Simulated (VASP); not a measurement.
Input of a VASP 6.6.1 run:

File POSCAR:

```
Sc
1.0
    3.3288809222      0.0000000000      0.0000000000
   -1.6644404611      2.8828954448      0.0000000000
    0.0000000000      0.0000000000      5.1868184138
Sc
2
Direct
    0.3333333333      0.6666666667      0.7500000000
    0.6666666667      0.3333333333      0.2500000000
```

File INCAR.step1:

```
PREC = Accurate
ENCUT = 550
ISMEAR = 0
SIGMA = 0.05
LREAL = F
LASPH = T
NELM = 120
NBANDS = 18
GGA = PE
ALGO = Normal
EDIFF = 1E-5
LWAVE = T
LCHARG = F
GGA_COMPAT = F
```

The input INCAR.step2:

```
PREC = Accurate
ENCUT = 550
EDIFF = 1E-6
ISMEAR = 0
SIGMA = 0.05
LREAL = F
LASPH = T
NELM = 120
ALGO = Normal
ISIF = 2
LWAVE = F
LCHARG = F
METAGGA = R2SCAN
LMIXTAU = T
NBANDS = 18
ISTART = 1
GGA_COMPAT = F
```

KPOINTS

```
regular mesh
0
Gamma
  14 14 8
```

Potentials or basis: VASP PAW PBE potentials, release 64 (Sc_sv).

Run with:

```sh
$ cat potpaw_PBE.64/Sc_sv/POTCAR > POTCAR
$ cp INCAR.step1 INCAR
$ mpirun -np 1 vasp_std > vasp.out
$ cp INCAR.step2 INCAR
$ mpirun -np 1 vasp_std > vasp.out
```

**Question.** Predict the pressure.

**Answer.** 0.2 GPa.

**Question.** Predict the band gap on the k mesh.

**Answer.** Zero (band 11 reaches 4.76 eV, above the bottom of band 12 at 3.18 eV).

Stress tensor (GPa, compression positive):
```
0.17 0.00 0.00
0.00 0.17 0.00
0.00 0.00 0.29
```

Caveat: the PAW data sets were made with another functional, which shifts forces and pressure a little.
